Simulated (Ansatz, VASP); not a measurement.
# One calculation of W2Cl3, two programs

```
CELL_PARAMETERS angstrom
3.03301 0.00000 0.00000
-1.51651 2.62666 0.00000
0.00000 0.00000 13.11104
ATOMIC_POSITIONS crystal
W 0.00000 0.00000 0.96289
W 0.00000 0.00000 0.52205
Cl 0.33333 0.66667 0.09389
Cl 0.33333 0.66667 0.65621
Cl 0.66667 0.33333 0.38495
```

Change from the starting cell: ordered vacancies on the anion sites of cadmium iodide (P3m1, No. 156).

Alike in both runs: functional PBE; k mesh 6 × 6 × 2; occupations gaussian, width 0.1 eV; no spin polarisation.

Ansatz relaxed the structure, and its values are those at the end. VASP's run is a single point on that final structure, the one shown.

|  | VASP | Ansatz |
| --- | --- | --- |
| version | VASP 6.6.1 | Ansatz 0.2.0 |
| potentials or method | VASP PAW PBE potentials, release 64 (W_sv, Cl), cutoff 520 eV | scalar-relativistic, plane waves, PAW |
| valence electrons in the cell | 49 | 49 |

```tsv
	VASP	Ansatz	Ansatz less VASP
gap on the k mesh at the Fermi level (eV)	none	none	-
pressure (GPa)	0.0	-0.1	-0.10
rms of the force components (eV/Å)	0.021	0.005	-0.0157
```

A gap of «none» marks a metal or a gap that the smearing closes. With one functional, cell and mesh, what is left measures potentials, basis and numerics.

The k mesh is coarse, so the values compare programs but aren't converged. Neither program's run includes spin-orbit coupling.
